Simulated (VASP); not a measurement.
# Zn: single point with PBEsol

Crystal: Zn.

```xyz
1
Lattice="2.5512 0.0000 0.0000 0.0000 2.5512 0.0000 0.0000 0.0000 2.5512" Properties=species:S:1:pos:R:3 pbc="T T T"
Zn    0.0000    0.0000    0.0000
```

```json
{"Program": "VASP 6.6.1", "Task": "single point", "Functional": "PBEsol", "Potentials or basis": "VASP PAW PBE potentials, release 64 (Zn)", "Cutoff": "500 eV", "k mesh": "17 × 17 × 17", "Occupations": "gaussian, width 0.05 eV", "Spin": "no spin polarisation"}
```

- Pressure: 1.4 GPa
- Band gap on the k mesh: zero (band 6 reaches 7.43 eV, above the bottom of band 7 at -0.08 eV)

Levels at points of the mesh, in eV from the Fermi level:
```csv
k point,band 3,band 4,band 5,band 6,band 7,band 8,band 9,band 10
"(0.00, 0.00, 0.00)",-8.13,-6.76,-6.76,-6.76,12.98,12.98,12.98,15.96
```

Run time: 17 s on 1 thread of Intel(R) Xeon(R) 6975P-C (Granite Rapids), with other jobs on the host, peak memory 0.14 GiB.

Caveat: the PAW data sets were made with another functional, which shifts forces and pressure a little.
